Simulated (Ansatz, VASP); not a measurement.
**HfH3 in VASP and in Ansatz**

```xyz
4
Lattice="3.0498 0.0000 0.0000 0.0000 3.0498 0.0000 0.0000 0.0000 3.0498" Properties=species:S:1:pos:R:3 pbc="T T T"
Hf    0.0000    0.0000    0.0000
H     0.0000    1.5249    1.5249
H     1.5249    0.0000    1.5249
H     1.5249    1.5249    0.0000
```

Alike in both runs: functional BLYP; dispersion D3(BJ); k mesh 7 × 7 × 7; no spin polarisation.

Ansatz relaxed the structure, and its values are those at the end. VASP's run is a single point on that final structure, the one shown.

```csv
,VASP,Ansatz
version,VASP 6.6.1,Ansatz 0.2.0
potentials or method,"VASP PAW PBE potentials, release 64 (Hf_pv, H), cutoff 520 eV","plane waves, PAW"
occupations,"methfessel-paxton of order 1, width 0.1 eV",methfessel-paxton of order 1
valence electrons in the cell,13,29
```

```tsv
	VASP	Ansatz	Ansatz less VASP
pressure (GPa)	-0.5	0.0	+0.47
```

VASP's potentials were made for PBE, not for BLYP. VASP's potentials hold 13 valence electrons a cell and Ansatz's 29, so a difference there can come from the potentials and not from the codes.

Neither program's run includes spin-orbit coupling.
